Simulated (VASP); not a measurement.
# MoS2 (P-3m1) in VASP: a series of runs

The runs below take MoS2 through relaxation of shape and atoms at fixed volume, with PBEsol.

All numbers are computed with VASP 6.6.1; they aren't measurements. Logs are shortened: lines on timing, memory, paths and dates and some standing lists are left out, and cuts for length are marked.

### Step 1. The cell of the first run

It takes space group P-3m1 (No. 164, trigonal). The conventional cell has a = 3.172 Å, b = 3.172 Å, c = 6.185 Å, α = 90.00°, β = 90.00°, γ = 120.00°. Within 3.2 Å of Mo (site symmetry -3m) lie 6 S at 2.43 Å and 6 Mo at 3.17 Å. Within 3.2 Å of S (site symmetry 3m) lie 3 Mo at 2.43 Å and 6 S at 3.17 Å.

### Step 2. Relaxation of shape and atoms at fixed volume, PBEsol (17.97 Å³/atom)

Input file INCAR:

```
SYSTEM = MoS2
ALGO     = Normal         ! electronic algorithm
EDIFF    = 1E-7           ! SCF threshold, eV
EDIFFG   = -0.01          ! ionic threshold
ENCUT    = 600            ! plane-wave cutoff, eV
GGA      = PS             ! functional
IBRION   = 2              ! ionic algorithm
ISIF     = 4              ! what is computed and relaxed
ISMEAR   = 0              ! smearing method
LASPH    = .True.         ! aspherical terms in the spheres
LCHARG   = .False.        ! write CHGCAR
LREAL    = .False.        ! projectors in reciprocal space
LWAVE    = .False.        ! write WAVECAR
NELM     = 80             ! most SCF steps
NSW      = 50             ! ionic steps
PREC     = Accurate       ! precision mode
SIGMA    = 0.1            ! smearing width, eV
```

Input file KPOINTS:

```
k-points
0
Gamma
  18 18 8
  0 0 0
```

Input file POSCAR:

```
MoS2
1.0
    3.1722875704      0.0000000000      0.0000000000
   -1.5861437852      2.7472816240      0.0000000000
    0.0000000000      0.0000000000      6.1853565439
Mo S
1 2
Direct
    0.0000000000      0.0000000000      0.5000000000
    0.3333333333      0.6666666667      0.2410625331
    0.6666666667      0.3333333333      0.7589374669
```

Potentials or basis: VASP PAW PBE potentials, release 64 (Mo_sv, S).

Launch:

```console
$ cat potpaw_PBE.64/Mo_sv/POTCAR potpaw_PBE.64/S/POTCAR > POTCAR
$ mpirun -np 1 vasp_std > vasp.out
```

OUTCAR:

```text
SYSTEM = MoS2
   EDIFF = 1E-7
   EDIFFG = -0.01
   ENCUT = 600
   GGA = PS
   IBRION = 2
   ISIF = 4
   ISMEAR = 0
   LASPH = .True.
   LREAL = .False.
   NELM = 80
   NSW = 50
   PREC = Accurate

 ion  position               nearest neighbor table
   1  0.000  0.000  0.500-   2 2.43   3 2.43   2 2.43   3 2.43   3 2.43   2 2.43
   2  0.333  0.667  0.241-   1 2.43   1 2.43   1 2.43
   3  0.667  0.333  0.759-   1 2.43   1 2.43   1 2.43

  LATTYP: Found a hexagonal cell.
 ALAT       =     3.1722875704
 C/A-ratio  =     1.9498095323

  Lattice vectors:

 A1 = (   3.1722875704,   0.0000000000,   0.0000000000)
 A2 = (  -1.5861437852,   2.7472816240,   0.0000000000)
 A3 = (   0.0000000000,   0.0000000000,   6.1853565439)

Analysis of symmetry for initial positions (statically):
=====================================================================
 Subroutine PRICEL returns:
 Original cell was already a primitive cell.

 Routine SETGRP: Setting up the symmetry group for a
 hexagonal supercell.

 Subroutine GETGRP returns: Found 12 space group operations
 (whereof 12 operations were pure point group operations)
 out of a pool of 24 trial point group operations.

The static configuration has the point symmetry D_3d.

Analysis of symmetry for dynamics (positions and initial velocities):
=====================================================================
 Subroutine PRICEL returns:
 Original cell was already a primitive cell.

 Routine SETGRP: Setting up the symmetry group for a
 hexagonal supercell.

 Subroutine GETGRP returns: Found 12 space group operations
 (whereof 12 operations were pure point group operations)
 out of a pool of 24 trial point group operations.

The dynamic configuration has the point symmetry D_3d.

 Subroutine INISYM returns: Found 12 space group operations
 (whereof 12 operations are pure point group operations),
 and found     1 'primitive' translations

----------------------------------------------------------------------------------------

                                     Primitive cell

  volume of cell :      53.9064

  direct lattice vectors                    reciprocal lattice vectors
     3.172287570  0.000000000  0.000000000     0.315229934  0.181998087  0.000000000
    -1.586143785  2.747281624  0.000000000     0.000000000  0.363996174  0.000000000
     0.000000000  0.000000000  6.185356544     0.000000000  0.000000000  0.161672168

  length of vectors
     3.172287570  3.172287570  6.185356544     0.363996174  0.363996174  0.161672168

  position of ions in fractional coordinates (direct lattice)
     0.000000000  0.000000000  0.500000000
     0.333333333  0.666666667  0.241062533
     0.666666667  0.333333333  0.758937467

  ion indices of the primitive-cell ions
   primitive index   ion index
                 1           1
                 2           2
                 3           3

----------------------------------------------------------------------------------------

 KPOINTS: k-points

Automatic generation of k-mesh.
 Grid dimensions read from file:
 generate k-points for:   18   18    8

 Generating k-lattice:

  Cartesian coordinates                     Fractional coordinates (reciprocal lattice)
     0.017512774  0.010111005  0.000000000     0.055555556  0.000000000  0.000000000
     0.000000000  0.020222010  0.000000000     0.000000000  0.055555556  0.000000000
     0.000000000  0.000000000  0.020209021     0.000000000  0.000000000  0.125000000

  Length of vectors
     0.020222010  0.020222010  0.020209021

  Shift w.r.t. Gamma in fractional coordinates (k-lattice)
     0.000000000  0.000000000  0.000000000

 Subroutine IBZKPT returns following result:
 ===========================================

 Found    266 irreducible k-points:

 Following reciprocal coordinates:
            Coordinates               Weight
  0.000000  0.000000  0.000000      1.000000
  0.055556  0.000000  0.000000      6.000000
  0.111111  0.000000  0.000000      6.000000
  0.166667  0.000000  0.000000      6.000000
  0.222222  0.000000  0.000000      6.000000
  0.277778  0.000000  0.000000      6.000000
[... 16 lines left out ...]
  0.333333  0.111111  0.000000     12.000000
  0.388889  0.111111  0.000000     12.000000
 [... further k-points ...]
   k-points           NKPTS =    266   k-points in BZ     NKDIM =    266   number of bands    NBANDS=     17
   number of dos      NEDOS =    301   number of ions     NIONS =      3
   total plane-waves  NPLWV =  39200
   dimension x,y,z NGX =    28 NGY =   28 NGZ =   50
   dimension x,y,z NGXF=    56 NGYF=   56 NGZF=  100
   ions per type =               1   2
   NGX,Y,Z   is equivalent  to a cutoff of  14.67, 14.67, 13.44 a.u.
   NGXF,Y,Z  is equivalent  to a cutoff of  29.35, 29.35, 26.88 a.u.
 SYSTEM =  MoS2
   PREC   = accura    normal or accurate (medium, high low for compatibility)
   ISTART =      0    job   : 0-new  1-cont  2-samecut
   ICHARG =      2    charge: 1-file 2-atom 10-const
   ISPIN  =      1    spin polarized calculation?
   LNONCOLLINEAR =      F non collinear calculations
   LSORBIT =      F    spin-orbit coupling
   LASPH  =      T    aspherical Exc in radial PAW
   ENCUT  =  600.0 eV  44.10 Ry    6.64 a.u.   6.34  6.34 12.35*2*pi/ulx,y,z
   NELM   =     80;   NELMIN=  2; NELMDL= -5     # of ELM steps
   EDIFF  = 0.1E-06   stopping-criterion for ELM
   LREAL  =      F    real-space projection
   EDIFFG = -.1E-01   stopping-criterion for IOM
   NSW    =     50    number of steps for IOM
   IBRION =      2    ionic relax: 0-MD 1-quasi-New 2-CG
   NFREE  =      1    steps in history (QN), initial steepest desc. (CG)
   ISIF   =      4    stress and relaxation
   ISYM   =      2    0-nonsym 1-usesym 2-fastsym
   POTIM  = 0.5000    time-step for ionic-motion
   TEBEG  =    0.0;   TEEND  =   0.0 temperature during run
   PSTRESS=    0.0 pullay stress
   NELECT =      26.0000    total number of electrons
   NUPDOWN=      -1.0000    fix difference up-down
   EMIN   =  10.00;   EMAX   =-10.00  energy-range for DOS
   EFERMI =   0.00;   METHOD = LEGACY
   ISMEAR =     0;   SIGMA  =   0.10  broadening in eV -4-tet -1-fermi 0-gaus
   EFERMI_NEDOS =   21; number of points for ismear=-14 and -15
   IALGO  =     38    algorithm
   IMIX   =      4    mixing-type and parameters
     AMIX     =   0.40;   BMIX     =  1.00
     AMIX_MAG =   1.60;   BMIX_MAG =  1.00
  volume/ion in A,a.u.               =      17.97       121.26
  Fermi-wavevector in a.u.,A,eV,Ry     =   1.283864  2.426152 22.426586  1.648308
  Thomas-Fermi vector in A             =   2.416092
   LORBIT       =      0    0 simple, 1 ext, 2 COOP (PROOUT), +10 PAW based schemes
   GGA     = PS    functional components
   LHFCALC =     F    Hartree Fock is set to
   AEXX    =    0.0000 exact exchange contribution
   IVDW    =     0    specifies the selected vdW correction
   LEPSILON=     F    determine dielectric tensor
   LRPA    =     F    only Hartree local field effects (RPA)
 conjugate gradient relaxation of ions
 non-spin polarized calculation
 Gauss-broadening in eV      SIGMA  =   0.10
  energy-cutoff  :      600.00
  volume of cell :       53.91
 maximum number of plane-waves:      1819
 NGX is ok and might be reduce to    28
   NGX = 13   NGY = 13   NGZ = 25

--------------------------------------- Ionic step        1  -------------------------------------------

 number of electron      26.0000002 magnetization

 Free energy of the ion-electron system (eV)
  ---------------------------------------------------
  ext. energy  EPLUGINS =         0.00000000
  ---------------------------------------------------
  free energy    TOTEN  =       -22.59941196 eV

  energy without entropy =      -22.59211783  energy(sigma->0) =      -22.59576490

------------------------ aborting loop because EDIFF is reached ----------------------------------------

  FORCE on cell =-STRESS in cart. coord.  units (eV):
  Direction    XX          YY          ZZ          XY          YZ          ZX
  --------------------------------------------------------------------------------------
  -------------------------------------------------------------------------------------
  Total       -1.3279813     -1.3279813     -1.5593575      0.0000000      0.0000000      0.0000000
  in kB      -39.4695418    -39.4695418    -46.3463776      0.0000000      0.0000000      0.0000000
  external PRESSURE =     -41.7618204 kB  Pullay stress =       0.0000000 kB
[... 281 lines left out ...]
  energy  without entropy=      -22.6114721419  energy(sigma->0) =      -22.61464392

--------------------------------------- Ionic step        9  -------------------------------------------

 number of electron      26.0000002 magnetization

 Free energy of the ion-electron system (eV)
  ---------------------------------------------------
  ext. energy  EPLUGINS =         0.00000000
  ---------------------------------------------------
  free energy    TOTEN  =       -22.61783079 eV

  energy without entropy =      -22.61146834  energy(sigma->0) =      -22.61464956

 E-fermi :   7.5636     XC(G=0): -10.9437

 val. band max:        7.5571427592   @ k =   0.0556   0.0000   0.0000
 cond. band min:       7.5880771972   @ k =   0.0000   0.0556   0.1250
 fundamental gap:      0.0309344380
 Fermi energy:         7.5636073208

 k-point     1 :       0.0000    0.0000    0.0000
  band No.  band energies     occupation
      1     -54.1024      2.00000
      2     -28.2314      2.00000
      3     -28.0792      2.00000
      4     -28.0792      2.00000
      5      -7.5763      2.00000
      6      -6.1129      2.00000
[... 9 lines left out ...]
     16      10.7704      0.00000
     17      10.7704      0.00000
[... 443 lines left out ...]
      1     -54.0568      2.00000
      2     -28.4800      2.00000
      3     -28.2071      2.00000
      4     -28.1438      2.00000
      5      -5.6863      2.00000
      6      -5.1414      2.00000
[... 9 lines left out ...]
     16      10.4961      0.00000
     17      11.4548      0.00000

 [... further k-points ...]

------------------------ aborting loop because EDIFF is reached ----------------------------------------

  FORCE on cell =-STRESS in cart. coord.  units (eV):
  Direction    XX          YY          ZZ          XY          YZ          ZX
  --------------------------------------------------------------------------------------
  -------------------------------------------------------------------------------------
  Total       -0.1643209     -0.1643209     -0.1608007      0.0000000     -0.0000000      0.0000000
  in kB       -4.8838556     -4.8838556     -4.7792324      0.0000000     -0.0000000      0.0000000
  external PRESSURE =      -4.8489812 kB  Pullay stress =       0.0000000 kB
[... 18 lines left out ...]
  FREE ENERGIE OF THE ION-ELECTRON SYSTEM (eV)
  ---------------------------------------------------
  free  energy   TOTEN  =       -22.6178307914 eV

  energy  without entropy=      -22.6114683363  energy(sigma->0) =      -22.61464956

 reached required accuracy - stopping structural energy minimisation
```

It took 26 min on 1 thread of Intel Xeon Platinum 8259CL at 2.50GHz (Skylake/Cascade Lake), shared host; peak memory 0.42 GiB.

What came out:

- Free energy: -22.6178 eV
- Energy gained by relaxing: 6.1 meV/atom
- Ionic steps: 9
- Pressure after relaxing: -0.5 GPa
- Band gap on the k mesh: zero (bands 13 and 14 overlap by 0.93 eV)

Step by step:
```
step  energy change (eV)  largest force (eV/Å)  pressure (GPa)  volume (Å³)
   1              0.0000                0.4551           -4.18        53.91
   2             -0.0120                0.0965           -2.11        53.91
   3             -0.0123                0.0239           -1.68        53.91
   4             -0.0144                0.0161           -1.43        53.91
   5             -0.0180                0.0083           -0.69        53.91
   6             -0.0184                0.0174           -0.36        53.91
   7             -0.0184                0.0168           -0.39        53.91
   8             -0.0184                0.0155           -0.57        53.91
   9             -0.0184                0.0001           -0.48        53.91
```

Final structure:
```yaml
crystal:
  lattice:
    - [3.13810, 0.00000, 0.00000]
    - [-1.56905, 2.71767, 0.00000]
    - [0.00000, 0.00000, 6.32086]
  atoms:
    - { symbol: Mo, position: [0.00000, 0.00000, 0.50000] }
    - { symbol: S, position: [0.33333, 0.66667, 0.24831] }
    - { symbol: S, position: [0.66667, 0.33333, 0.75169] }
```

Caveat: the PAW data sets were made with another functional, which shifts forces and pressure a little; this functional lacks dispersion, which binds the layers, so the pressure and a relaxed spacing across them are unreliable.

### Step 3. Relaxation of shape and atoms at fixed volume, PBEsol (18.49 Å³/atom)

This run uses another cell than the first one, of 18.49 Å³/atom.

Input file INCAR:

```
SYSTEM = MoS2
PREC = Accurate ; ENCUT = 600
EDIFF = 1E-6 ; ISMEAR = 0
SIGMA = 0.1 ; LREAL = .FALSE.
LASPH = .TRUE. ; NELM = 60
ALGO = Normal ; ISIF = 4
LWAVE = .FALSE. ; LCHARG = .FALSE.
GGA = PS ; IBRION = 2
NSW = 50 ; EDIFFG = -0.01
```

Input file KPOINTS:

```
Automatic mesh
0
G
  18 18 8
  0 0 0
```

Input file POSCAR:

```
MoS2
1.0
    3.1691179910      0.0000000000      0.0000000000
   -1.5845589955      2.7445366878      0.0000000000
    0.0000000000      0.0000000000      6.3782518055
Mo S
1 2
Direct
    0.0000000000      0.0000000000      0.5000000000
    0.3333333333      0.6666666667      0.2482272825
    0.6666666667      0.3333333333      0.7517727175
```

Potentials or basis: VASP PAW PBE potentials, release 64 (Mo_sv, S).

Launch:

```console
$ cat potpaw_PBE.64/Mo_sv/POTCAR potpaw_PBE.64/S/POTCAR > POTCAR
$ mpirun -np 1 vasp_std > vasp.out
```

Run time: 25 min. Hardware: 1 thread of Intel Xeon Platinum 8259CL at 2.50GHz (Skylake/Cascade Lake), shared host; peak memory 0.44 GiB.

Results (log left out):

```
Free energy                  : -22.6124 eV
Energy gained by relaxing    : 6.2 meV/atom
Ionic steps                  : 7
Pressure after relaxing      : -0.7 GPa
Largest force after relaxing : 0.010 eV/Å
Band gap on the k mesh       : zero (bands 13 and 14 overlap by 0.86 eV)
```

Forces in eV/Å, atoms in the order of the input:
```
Mo   0.000  0.000  0.000
S    0.000  0.000 -0.010
S    0.000  0.000  0.010
```

Step by step:
```csv
step,energy change (eV),largest force (eV/Å),pressure (GPa),volume (Å³)
1,0.0000,0.4551,-4.43,55.48
2,-0.0122,0.1049,-2.38,55.48
3,-0.0126,0.0252,-1.92,55.48
4,-0.0148,0.0175,-1.67,55.48
5,-0.0185,0.0039,-0.92,55.48
6,-0.0187,0.0110,-0.65,55.48
7,-0.0187,0.0098,-0.66,55.48
```

Final structure:
```xyz
3
Lattice="3.1359 0.0000 0.0000 -1.5680 2.7158 0.0000 0.0000 0.0000 6.5139" Properties=species:S:1:pos:R:3 pbc="T T T"
Mo    0.0000    0.0000    3.2570
S     0.0000    1.8105    1.6639
S     1.5680    0.9053    4.8501
```

Levels at points of the mesh, in eV from the Fermi level:
```
           k point  band 9  band 10  band 11  band 12  band 13  band 14  band 15  band 16  band 17
(0.00, 0.00, 0.00)   -3.83    -2.27    -1.56    -0.90    -0.90    -0.05    -0.05     3.24     3.24
(0.50, 0.00, 0.00)   -5.02    -4.04    -3.22    -2.09    -1.59     1.27     1.82     3.59     3.90
(0.00, 0.00, 0.50)   -3.82    -3.82    -0.90    -0.90    -0.54    -0.10    -0.10     3.35     3.35
(0.50, 0.00, 0.50)   -5.05    -4.07    -2.55    -2.46    -1.47     1.27     1.93     3.32     4.33
```

Caveat: the PAW data sets were made with another functional, which shifts forces and pressure a little; this functional lacks dispersion, which binds the layers, so the pressure and a relaxed spacing across them are unreliable.
